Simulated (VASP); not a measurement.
Here is a VASP 6.6.1 calculation.

The input INCAR:

```
SYSTEM = Sb
ALGO = Normal ; EDIFF = 1E-8
ENCUT = 520 ; GGA = PE
ISIF = 2 ; ISMEAR = -1
LASPH = .True. ; LCHARG = .False.
LEFG = .True. ; LREAL = .False.
LWAVE = .False. ; NBANDS = 12
NELM = 100 ; PREC = Accurate
SIGMA = 0.05
```

File KPOINTS:

```
k-points
0
Gamma
  9 9 9
  0 0 0
```

Contents of POSCAR:

```
Sb
1.0
    2.0758155868      1.1532306756      3.6931162498
   -2.2253850772      1.2177486856      3.7576342598
   -0.0189105096     -2.5394593611      3.7812494904
Sb
2
Direct
    0.2336400000      0.2336400000      0.2336400000
    0.7663600000      0.7663600000      0.7663600000
```

Potentials or basis: VASP PAW PBE potentials, release 64 (Sb).

Command:

```bash
$ cat potpaw_PBE.64/Sb/POTCAR > POTCAR
$ mpirun -np 1 vasp_std > vasp.out
```

Task: Predict the pressure.

Result: 3.3 GPa.

Task: What does it give for the band gap on the k mesh?

Result: Zero (bands 5 and 6 overlap by 0.11 eV).

Task: What does it give for the largest force?

Result: 0.305 eV/Å.

Electric field gradients, principal values (V/Å²):
```
atom   least  middle  greatest (by size)
1 Sb  20.309  33.501             -53.810
2 Sb  20.309  33.501             -53.810
```

Caveat: the cell differs from its parent crystal (equal xy, yz and zx shear strains of -3 %); the cell stands under pressure; without QUAD_EFG the Cq values of the log hold for a quadrupole moment of 1 mb, not for the nuclei; spin-orbit coupling is left out, which moves the levels of the heavy elements.
